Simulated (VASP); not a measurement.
## BaIr3: relaxation of cell and atoms with PBE

Crystal: BaIr3.

```
Ba Ir
1.0
     4.23840    0.00000    0.00000
     0.00000    4.23840    0.00000
     0.00000    0.00000    4.23840
Ba Ir
1 3
Direct
  0.00000 0.00000 0.00000
  0.00000 0.50000 0.50000
  0.50000 0.00000 0.50000
  0.50000 0.50000 0.00000
```

* Program: VASP 6.6.1
* Task: relaxation of cell and atoms
* Functional: PBE
* Potentials or basis: VASP PAW PBE potentials, release 64 (Ba_sv, Ir)
* Cutoff: 600 eV
* k mesh: 12 × 12 × 12
* Occupations: gaussian, width 0.1 eV
* Spin: no spin polarisation
* Dipole correction: no
* Further INCAR settings: ALGO = Fast; EDIFF = 1e-06; IBRION = 2; EDIFFG = -0.01; NSW = 100; ISIF = 3

The relaxed volume is 19.30 Å³/atom and the relaxed cell is a = 4.258 Å, b = 4.258 Å, c = 4.258 Å, α = 90.00°, β = 90.00°, γ = 90.00°. The space group after relaxing (to 0.05 Å) is Pm-3m (No. 221), the energy gained by relaxing is 1.6 meV/atom and the ionic steps are 3. The pressure after relaxing is 0.0 GPa.

The path:
| step | energy change (eV) | largest force (eV/Å) | pressure (GPa) | volume (Å³) |
| --- | --- | --- | --- | --- |
| 1 | 0.0000 | 0.0000 | 1.97 | 76.14 |
| 2 | 0.0062 | 0.0000 | -2.55 | 78.75 |
| 3 | -0.0064 | 0.0000 | 0.00 | 77.21 |

Final structure:
```
Ba Ir
1.0
     4.25812    0.00000    0.00000
     0.00000    4.25812    0.00000
     0.00000    0.00000    4.25812
Ba Ir
1 3
Direct
  0.00000 0.00000 0.00000
  0.00000 0.50000 0.50000
  0.50000 0.00000 0.50000
  0.50000 0.50000 0.00000
```

Levels at points of the mesh, in eV from the Fermi level:
| k point | band 16 | band 17 | band 18 | band 19 | band 20 | band 21 | band 22 |
| --- | --- | --- | --- | --- | --- | --- | --- |
| (0.00, 0.00, 0.00) | 0.10 | 0.98 | 1.35 | 1.35 | 1.35 | 4.19 | 4.19 |
| (0.50, 0.00, 0.00) | -0.81 | -0.33 | -0.33 | -0.30 | 0.29 | 1.35 | 3.52 |
| (0.50, 0.50, 0.00) | -0.66 | -0.56 | -0.56 | -0.42 | -0.37 | 0.45 | 2.89 |
| (0.50, 0.50, 0.50) | -0.79 | 0.13 | 1.00 | 1.00 | 1.00 | 3.43 | 3.43 |

Run time: 10 min on 1 thread of Oxide Virtual Turin-like Processor, on a shared host, peak memory 0.31 GiB.

Caveat: spin-orbit coupling is left out, which moves the levels of the heavy elements.
